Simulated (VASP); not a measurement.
Runs of VASP 6.6.1 on Bi2TeO3. The structure is that of space group P6/mmm (No. 191), or close to it. The cells are those of the table. The cell was generated, and may not be a known phase.

```csv
task,cell,k mesh,cutoff (eV),gap on the mesh (eV),pressure (GPa),relaxed volume (Å³/atom)
single point,"a = 6.019, b = 6.019, c = 3.592 Å, angles 90.0, 90.0, 120.0°, 6 atoms",3 × 3 × 6,520,none,(a),-
relaxation of cell and atoms,"relaxed from a = 6.019, b = 6.019, c = 3.592 Å, angles 90.0, 90.0, 120.0°, 6 atoms",3 × 3 × 6,600,none,-0.1,18.47
single point,"a = 6.297, b = 6.297, c = 3.220 Å, angles 90.0, 90.0, 120.0°, 6 atoms",3 × 3 × 6,520,none,0.0,-
single point,"a = 6.280, b = 6.280, c = 3.228 Å, angles 90.0, 90.0, 120.0°, 6 atoms",6 × 6 × 12,520,none,0.0,-
relaxation of cell and atoms,"relaxed from a = 6.297, b = 6.297, c = 3.220 Å, angles 90.0, 90.0, 120.0°, 6 atoms",6 × 6 × 12,600,none,0.0,18.36
```

Alike in all rows: level PBE; potentials or basis VASP PAW PBE potentials, release 64 (Bi_d, Te, O); no spin polarisation; smearing gaussian 0.1 eV.

Q: Fill in the values left out.

A: (a) -5.0.

Caveats: some runs use coarse meshes; spin-orbit coupling is left out, which moves the levels of the heavy elements.

A k mesh can miss the band edges, and the runs leave out spin-orbit coupling on Bi, Te.

A gap of «none» marks levels without a gap at the run's occupations.
